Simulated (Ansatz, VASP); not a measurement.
## P: VASP beside Ansatz

```
P
1.0
     6.06494    0.00000    0.00000
     0.00000    6.06494    0.00000
     0.00000    0.00000    6.06494
P
8
Direct
  0.50000 0.50000 0.50000
  0.00000 0.00000 0.00000
  0.25000 0.00000 0.50000
  0.50000 0.25000 0.00000
  0.50000 0.75000 0.00000
  0.75000 0.00000 0.50000
  0.00000 0.50000 0.75000
  0.00000 0.50000 0.25000
```

Alike in both runs: task single point; functional PBEsol; k mesh 4 × 4 × 4; occupations gaussian, width 0.1 eV; no spin polarisation.

|  | VASP | Ansatz |
| --- | --- | --- |
| version | VASP 6.6.1 | Ansatz 0.2.0 |
| potentials or method | VASP PAW PBE potentials, release 64 (P), cutoff 520 eV | scalar-relativistic, plane waves, PAW |
| valence electrons in the cell | 40 | 40 |

|  | VASP | Ansatz | Ansatz less VASP |
| --- | --- | --- | --- |
| gap on the k mesh at the Fermi level (eV) | none | none | - |
| pressure (GPa) | -17.9 | -17.9 | -0.01 |

VASP's potentials were made for PBE, not for PBEsol. A gap of «none» marks a metal or a gap that the smearing closes. With one functional, cell and mesh, what is left measures potentials, basis and numerics.
